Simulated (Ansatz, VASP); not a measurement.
**Si4F in VASP and in Ansatz**

INCAR

```
SYSTEM = Si4F
  PREC = Accurate
  ENCUT = 520
  EDIFF = 1E-6
  ISMEAR = 0
  SIGMA = 0.1
  LREAL = .FALSE.
  LASPH = .TRUE.
  NELM = 150
  ALGO = Normal
  ISIF = 2
  LWAVE = .FALSE.
  LCHARG = .TRUE.
  ISPIN = 2
  MAGMOM = 0 0 0 0 1
  LORBIT = 11
  GGA = PE
  LELF = .TRUE.
  LVHAR = .TRUE.
  NBANDS = 24
```

The input KPOINTS:

```
regular mesh
0
G
  6 6 4
  0 0 0
```

File POSCAR:

```
Si4F
1.0
    4.8905331322      0.0000000000      0.0000000000
   -2.4452665661      4.2353259305      0.0000000000
    0.0000000000      0.0000000000      5.7642041725
Si F
4 1
Direct
    0.5000000000      0.0000000000      0.0481478943
    0.0000000000      0.5000000000      0.0481478943
    0.5000000000      0.5000000000      0.0481478943
    0.0000000000      0.0000000000      0.8799029398
    0.0000000000      0.0000000000      0.5976493672
```

Input for Ansatz:

```yaml
crystal:
  lattice:
    - [4.8905331322, 0.0, 0.0]
    - [-2.4452665661, 4.2353259305, 0.0]
    - [0.0, 0.0, 5.7642041725]
  atoms:
    - { symbol: Si, position: [0.5, 0.0, 0.0481478943] }
    - { symbol: Si, position: [0.0, 0.5, 0.0481478943] }
    - { symbol: Si, position: [0.5, 0.5, 0.0481478943] }
    - { symbol: Si, position: [0.0, 0.0, 0.8799029398] }
    - { symbol: F, position: [0.0, 0.0, 0.5976493672], spin: 1.0 }
basis:
  ecutwfc: 420
kpoints:
  mp_grid: { grid: [6, 6, 4] }
hamiltonian:
  xc: pbe
scf:
  occupations: { method: gaussian, width: 0.1 }
  lower_state_search: "off"
output:
  forces: true
  stress: true
  eigenvalues: true
  populations: true
magnetization:
  spin_polarized: true
```

Alike in both runs: task single point; functional PBE; k mesh 6 × 6 × 4; occupations gaussian, width 0.1 eV; collinear spin.

|  | VASP | Ansatz |
| --- | --- | --- |
| version | VASP 6.6.1 | Ansatz 0.2.0 |
| potentials or method | VASP PAW PBE potentials, release 64 (Si, F), cutoff 520 eV | scalar-relativistic, plane waves, PAW |
| valence electrons in the cell | 23 | 23 |

Ansatz gave:

```
gap on the k mesh at the Fermi level (eV)                     : none
pressure (GPa)                                                : 0.0
traceless stress, the component that is largest in VASP (GPa) : 0.12
rms of the force components (eV/Å)                            : 0.010
net moment per atom (μB)                                      : 0.00
```

Question: Which values does VASP return?

Answer: gap on the k mesh at the Fermi level (eV): none; pressure (GPa): 0.1; traceless stress, the component that is largest in VASP (GPa): 0.45; rms of the force components (eV/Å): 0.090; net moment per atom (μB): 0.00.

Atom by atom the forces differ by 0.081 eV/Å (rms over components). A gap of «none» marks a metal or a gap that the smearing closes. Ansatz's warnings: seeded moment not kept.
